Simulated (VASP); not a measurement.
# Hf (P6_3/mmc) in VASP: a series of runs

The runs below take Hf through single point, with r2SCAN.

All numbers are computed with VASP 6.6.1; they aren't measurements. Logs are shortened: lines on timing, memory, paths and dates and some standing lists are left out, and cuts for length are marked.

## (1) The cell of the first run

Symmetry: P6_3/mmc, No. 194, hexagonal system. The conventional cell has a = 3.153 Å, b = 3.153 Å, c = 4.989 Å, α = 90.00°, β = 90.00°, γ = 120.00°. Hf (site symmetry -6m2) has 12 Hf at 3.09 to 3.15 Å within 4.1 Å.

## (2) Single point, r2SCAN

POSCAR reads:

```
Hf
1.0
    3.1534960552      0.0000000000      0.0000000000
   -1.5767480276      2.7310076946      0.0000000000
    0.0000000000      0.0000000000      4.9894429718
Hf
2
Direct
    0.6666666667      0.3333333333      0.7500000000
    0.3333333333      0.6666666667      0.2500000000
```

INCAR.step1 reads:

```
SYSTEM = Hf
  PREC = Accurate
  ENCUT = 520
  ISMEAR = -1
  SIGMA = 0.05
  LREAL = .FALSE.
  LASPH = .TRUE.
  NELM = 60
  NBANDS = 17
  GGA = PE
  ALGO = Normal
  EDIFF = 1E-4
  LWAVE = .TRUE.
  LCHARG = .FALSE.
```

INCAR.step2 reads:

```
SYSTEM = Hf
  PREC = Accurate
  ENCUT = 520
  EDIFF = 1E-6
  ISMEAR = -1
  SIGMA = 0.05
  LREAL = .FALSE.
  LASPH = .TRUE.
  NELM = 60
  ALGO = Normal
  ISIF = 2
  LWAVE = .FALSE.
  LCHARG = .TRUE.
  METAGGA = R2SCAN
  LMIXTAU = .TRUE.
  LELF = .TRUE.
  LVHAR = .TRUE.
  NBANDS = 17
  ISTART = 1
```

KPOINTS reads:

```
regular mesh
0
G
  10 10 5
  0 0 0
```

Potentials or basis: VASP PAW PBE potentials, release 64 (Hf_pv).

Started as:

```console
cat potpaw_PBE.64/Hf_pv/POTCAR > POTCAR
cp INCAR.step1 INCAR
mpirun -np 1 vasp_std > vasp.out
cp INCAR.step2 INCAR
mpirun -np 1 vasp_std > vasp.out
```

OUTCAR:

```text
SYSTEM = Hf
   PREC = Accurate
   ENCUT = 520
   EDIFF = 1E-6
   ISMEAR = -1
   LREAL = .FALSE.
   LASPH = .TRUE.
   NELM = 60
   ISIF = 2
   METAGGA = R2SCAN
   ISTART = 1

 ion  position               nearest neighbor table
   1  0.667  0.333  0.750-   2 3.09   2 3.09   2 3.09   2 3.09   2 3.09   2 3.09
   2  0.333  0.667  0.250-   1 3.09   1 3.09   1 3.09   1 3.09   1 3.09   1 3.09

  LATTYP: Found a hexagonal cell.
 ALAT       =     3.1534960552
 C/A-ratio  =     1.5821941377

  Lattice vectors:

 A1 = (   3.1534960552,   0.0000000000,   0.0000000000)
 A2 = (  -1.5767480276,   2.7310076946,   0.0000000000)
 A3 = (   0.0000000000,   0.0000000000,   4.9894429718)

Analysis of symmetry for initial positions (statically):
=====================================================================
 Subroutine PRICEL returns:
 Original cell was already a primitive cell.

 Routine SETGRP: Setting up the symmetry group for a
 hexagonal supercell.

 Subroutine GETGRP returns: Found 24 space group operations
 (whereof 12 operations were pure point group operations)
 out of a pool of 24 trial point group operations.

The static configuration has the point symmetry D_3d.
 The point group associated with its full space group is D_6h.

Analysis of symmetry for dynamics (positions and initial velocities):
=====================================================================
 Subroutine PRICEL returns:
 Original cell was already a primitive cell.

 Routine SETGRP: Setting up the symmetry group for a
 hexagonal supercell.

 Subroutine GETGRP returns: Found 24 space group operations
 (whereof 12 operations were pure point group operations)
 out of a pool of 24 trial point group operations.

The dynamic configuration has the point symmetry D_3d.
 The point group associated with its full space group is D_6h.

 Subroutine INISYM returns: Found 24 space group operations
 (whereof 12 operations are pure point group operations),
 and found     1 'primitive' translations

----------------------------------------------------------------------------------------

                                     Primitive cell

  volume of cell :      42.9702

  direct lattice vectors                    reciprocal lattice vectors
     3.153496055  0.000000000  0.000000000     0.317108372  0.183082604  0.000000000
    -1.576748028  2.731007695  0.000000000     0.000000000  0.366165208  0.000000000
     0.000000000  0.000000000  4.989442972     0.000000000  0.000000000  0.200423175

  length of vectors
     3.153496055  3.153496055  4.989442972     0.366165208  0.366165208  0.200423175

  position of ions in fractional coordinates (direct lattice)
     0.666666667  0.333333333  0.750000000
     0.333333333  0.666666667  0.250000000

  ion indices of the primitive-cell ions
   primitive index   ion index
                 1           1
                 2           2

----------------------------------------------------------------------------------------

 KPOINTS: regular mesh

Automatic generation of k-mesh.
 Grid dimensions read from file:
 generate k-points for:   10   10    5

 Generating k-lattice:

  Cartesian coordinates                     Fractional coordinates (reciprocal lattice)
     0.031710837  0.018308260  0.000000000     0.100000000 -0.000000000  0.000000000
     0.000000000  0.036616521  0.000000000     0.000000000  0.100000000  0.000000000
     0.000000000  0.000000000  0.040084635     0.000000000  0.000000000  0.200000000

  Length of vectors
     0.036616521  0.036616521  0.040084635

  Shift w.r.t. Gamma in fractional coordinates (k-lattice)
     0.000000000  0.000000000  0.000000000

 Subroutine IBZKPT returns following result:
 ===========================================

 Found     42 irreducible k-points:

 Following reciprocal coordinates:
            Coordinates               Weight
  0.000000  0.000000  0.000000      1.000000
  0.100000  0.000000  0.000000      6.000000
  0.200000  0.000000  0.000000      6.000000
  0.300000  0.000000  0.000000      6.000000
  0.400000  0.000000  0.000000      6.000000
  0.500000  0.000000  0.000000      3.000000
[... 16 lines left out ...]
  0.300000  0.100000  0.200000     24.000000
  0.400000  0.100000  0.200000     24.000000
 [... further k-points ...]
   k-points           NKPTS =     42   k-points in BZ     NKDIM =     42   number of bands    NBANDS=     17
   number of dos      NEDOS =    301   number of ions     NIONS =      2
   total plane-waves  NPLWV =  23040
   dimension x,y,z NGX =    24 NGY =   24 NGZ =   40
   dimension x,y,z NGXF=    48 NGYF=   48 NGZF=   80
   ions per type =               2
   NGX,Y,Z   is equivalent  to a cutoff of  12.65, 12.65, 13.33 a.u.
   NGXF,Y,Z  is equivalent  to a cutoff of  25.30, 25.30, 26.66 a.u.
 SYSTEM =  Hf
   PREC   = accura    normal or accurate (medium, high low for compatibility)
   ISTART =      1    job   : 0-new  1-cont  2-samecut
   ICHARG =      0    charge: 1-file 2-atom 10-const
   ISPIN  =      1    spin polarized calculation?
   LNONCOLLINEAR =      F non collinear calculations
   LSORBIT =      F    spin-orbit coupling
   LASPH  =      T    aspherical Exc in radial PAW
   ENCUT  =  520.0 eV  38.22 Ry    6.18 a.u.   5.86  5.86  9.28*2*pi/ulx,y,z
   NELM   =     60;   NELMIN=  2; NELMDL=  0     # of ELM steps
   EDIFF  = 0.1E-05   stopping-criterion for ELM
   LREAL  =      F    real-space projection
   EDIFFG = 0.1E-04   stopping-criterion for IOM
   NSW    =      0    number of steps for IOM
   IBRION =     -1    ionic relax: 0-MD 1-quasi-New 2-CG
   NFREE  =      0    steps in history (QN), initial steepest desc. (CG)
   ISIF   =      2    stress and relaxation
   ISYM   =      2    0-nonsym 1-usesym 2-fastsym
   POTIM  = 0.5000    time-step for ionic-motion
   TEBEG  =    0.0;   TEEND  =   0.0 temperature during run
   PSTRESS=    0.0 pullay stress
   NELECT =      20.0000    total number of electrons
   NUPDOWN=      -1.0000    fix difference up-down
   EMIN   =  10.00;   EMAX   =-10.00  energy-range for DOS
   EFERMI =   0.00;   METHOD = LEGACY
   ISMEAR =    -1;   SIGMA  =   0.05  broadening in eV -4-tet -1-fermi 0-gaus
   EFERMI_NEDOS =   21; number of points for ismear=-14 and -15
   IALGO  =     38    algorithm
   IMIX   =      4    mixing-type and parameters
     AMIX     =   0.40;   BMIX     =  1.00
     AMIX_MAG =   1.60;   BMIX_MAG =  1.00
  volume/ion in A,a.u.               =      21.49       144.99
  Fermi-wavevector in a.u.,A,eV,Ry     =   1.268710  2.397514 21.900283  1.609625
  Thomas-Fermi vector in A             =   2.401790
   LORBIT       =      0    0 simple, 1 ext, 2 COOP (PROOUT), +10 PAW based schemes
   METAGGA = R2SCAN    functional components
   LHFCALC =     F    Hartree Fock is set to
   AEXX    =    0.0000 exact exchange contribution
   IVDW    =     0    specifies the selected vdW correction
   LEPSILON=     F    determine dielectric tensor
   LRPA    =     F    only Hartree local field effects (RPA)
 non-spin polarized calculation
  energy-cutoff  :      520.00
  volume of cell :       42.97
 maximum number of plane-waves:      1176
 NGX is ok and might be reduce to    24
   NGX = 11   NGY = 11   NGZ = 19

 number of electron      19.9999995 magnetization

 Free energy of the ion-electron system (eV)
  ---------------------------------------------------
  ext. energy  EPLUGINS =         0.00000000
  ---------------------------------------------------
  free energy    TOTEN  =       -90.28632553 eV

  energy without entropy =      -90.27659667  energy(sigma->0) =      -90.28146110

 E-fermi :   5.1012     XC(G=0): -12.3582

 val. band max:        5.0962209504   @ k =   0.1000   0.1000   0.4000
 cond. band min:       5.1385417696   @ k =   0.1000   0.1000   0.2000
 fundamental gap:      0.0423208192
 Fermi energy:         5.1011866390

 k-point     1 :       0.0000    0.0000    0.0000
  band No.  band energies     occupation
      1     -27.1025      2.00000
      2     -26.2217      2.00000
      3     -26.2217      2.00000
      4     -26.0808      2.00000
      5     -26.0758      2.00000
      6     -26.0758      2.00000
[... 9 lines left out ...]
     16       8.1361      0.00000
     17      10.9954      0.00000

 k-point     2 :       0.1000    0.0000    0.0000
  band No.  band energies     occupation
      1     -27.0719      2.00000
      2     -26.2868      2.00000
      3     -26.2433      2.00000
      4     -26.1442      2.00000
      5     -26.0946      2.00000
      6     -26.0842      2.00000
[... 9 lines left out ...]
     16       7.8269      0.00000
     17      11.2439      0.00000

 k-point     3 :       0.2000    0.0000    0.0000
  band No.  band energies     occupation
      1     -26.9861      2.00000
      2     -26.4577      2.00000
      3     -26.3161      2.00000
      4     -26.2974      2.00000
      5     -26.1361      2.00000
      6     -26.1084      2.00000
[... 9 lines left out ...]
     16       8.5140      0.00000
     17      11.6900      0.00000

 k-point     4 :       0.3000    0.0000    0.0000
  band No.  band energies     occupation
      1     -26.8627      2.00000
      2     -26.6686      2.00000
      3     -26.5159      2.00000
      4     -26.3607      2.00000
      5     -26.2044      2.00000
      6     -26.1409      2.00000
[... 9 lines left out ...]
     16       9.7782      0.00000
     17      12.0267      0.00000
[... 343 lines left out ...]
      1     -26.8881      2.00000
      2     -26.5508      2.00000
      3     -26.4837      2.00000
      4     -26.3306      2.00000
      5     -26.1863      2.00000
      6     -26.1643      2.00000
[... 9 lines left out ...]
     16       9.5584      0.00000
     17      11.5416      0.00000

 k-point    23 :       0.3000    0.1000    0.2000
  band No.  band energies     occupation
      1     -26.8778      2.00000
      2     -26.7087      2.00000
      3     -26.5653      2.00000
      4     -26.3977      2.00000
      5     -26.2500      2.00000
      6     -26.2015      2.00000
[... 9 lines left out ...]
     16      10.5376      0.00000
     17      11.8650      0.00000

 k-point    24 :       0.4000    0.1000    0.2000
  band No.  band energies     occupation
      1     -26.9345      2.00000
      2     -26.7843      2.00000
      3     -26.5621      2.00000
      4     -26.4223      2.00000
      5     -26.3101      2.00000
      6     -26.2281      2.00000
[... 9 lines left out ...]
     16      11.6432      0.00000
     17      12.5215      0.00000

 [... further k-points ...]
[... 5 lines left out ...]
  --------------------------------------------------------------------------------------
  -------------------------------------------------------------------------------------
  Total        1.1315245      1.1315245      0.8503110      0.0000000      0.0000000     -0.0000000
  in kB       42.1897793     42.1897793     31.7045136      0.0000000      0.0000000     -0.0000000
  external PRESSURE =      38.6946907 kB  Pullay stress =       0.0000000 kB

 VOLUME and BASIS-vectors are now :
 -----------------------------------------------------------------------------
  energy-cutoff  :      520.00
  volume of cell :       42.97
      direct lattice vectors                 reciprocal lattice vectors
     3.153496055  0.000000000  0.000000000     0.317108372  0.183082604  0.000000000
    -1.576748028  2.731007695  0.000000000     0.000000000  0.366165208  0.000000000
     0.000000000  0.000000000  4.989442972     0.000000000  0.000000000  0.200423175

 POSITION                                       TOTAL-FORCE (eV/Angst)
 -----------------------------------------------------------------------------------
      1.57675      0.91034      3.74208         0.000000      0.000000      0.000000
     -0.00000      1.82067      1.24736         0.000000      0.000000      0.000000
 -----------------------------------------------------------------------------------
    total drift:                               -0.000000      0.000000     -0.000000

  FREE ENERGIE OF THE ION-ELECTRON SYSTEM (eV)
  ---------------------------------------------------
  free  energy   TOTEN  =       -90.2863255306 eV

  energy  without entropy=      -90.2765966670  energy(sigma->0) =      -90.28146110
```

It took 60 s on 1 thread of AMD EPYC 9R45 (Zen 5), shared host; peak memory 0.15 GiB.

What came out:

- Free energy: -90.2863 eV
- Pressure: 3.9 GPa
- Band gap on the k mesh: zero (band 10 reaches 6.46 eV, above the bottom of band 11 at 4.73 eV)

Caveat: the PAW data sets were made with another functional, which shifts forces and pressure a little; spin-orbit coupling is left out, which moves the levels of the heavy elements.

[end of part 1 of 3]
